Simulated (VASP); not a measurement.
## SiC: single point with PBE

SiC:

```xyz
8
Lattice="3.0628 0.0000 0.0000 -1.5314 2.6525 0.0000 0.0000 0.0000 10.0273" Properties=species:S:1:pos:R:3 pbc="T T T"
Si    1.5314    0.8842    9.4041
Si    0.0000    1.7683    4.3904
Si    0.0000    0.0000    6.8977
Si    0.0000    0.0000    1.8841
C     1.5314    0.8842    7.5185
C     0.0000    1.7683    2.5049
C     0.0000    0.0000    5.0182
C     0.0000    0.0000    0.0045
```

* Program: VASP 6.6.1
* Task: single point
* Functional: PBE
* Potentials or basis: VASP PAW PBE potentials, release 64 (Si, C)
* Cutoff: 520 eV
* k mesh: 9 × 9 × 2
* Occupations: gaussian, width 0.01 eV
* Spin: no spin polarisation
* Dipole correction: no
* Further INCAR settings: ALGO = Normal; EDIFF = 1e-07; NBANDS = 26

The pressure is 6.8 GPa, the largest force is 0.008 eV/Å and the band gap on the k mesh is 2.34 eV (least direct gap 3.44 eV).

Forces in eV/Å, atoms in the order of the input:
```
Si   0.000  0.000 -0.008
Si   0.000  0.000 -0.008
Si   0.000  0.000  0.004
Si   0.000  0.000  0.004
C    0.000  0.000  0.004
C    0.000  0.000  0.004
C    0.000  0.000  0.000
C    0.000  0.000  0.000
```

Stress tensor (GPa, compression positive):
```
6.86 0.00 0.00
0.00 6.86 0.00
0.00 0.00 6.76
```

Levels at points of the mesh, in eV from the valence-band top:
| k point | band 13 | band 14 | band 15 | band 16 | band 17 | band 18 | band 19 | band 20 |
| --- | --- | --- | --- | --- | --- | --- | --- | --- |
| (0.00, 0.00, 0.00) | -0.58 | -0.05 | 0.00 | 0.00 | 5.23 | 5.80 | 6.45 | 6.47 |
| (0.00, 0.00, 0.50) | -0.21 | -0.21 | -0.21 | -0.21 | 5.43 | 5.43 | 6.91 | 6.91 |

Wall time 44 s on 1 thread of Intel(R) Xeon(R) Platinum 8259CL CPU @ 2.50GHz (Skylake/Cascade Lake) (shared host), peak memory 0.21 GiB.

Caveat: the cell stands under pressure. A k mesh can miss the band edges.
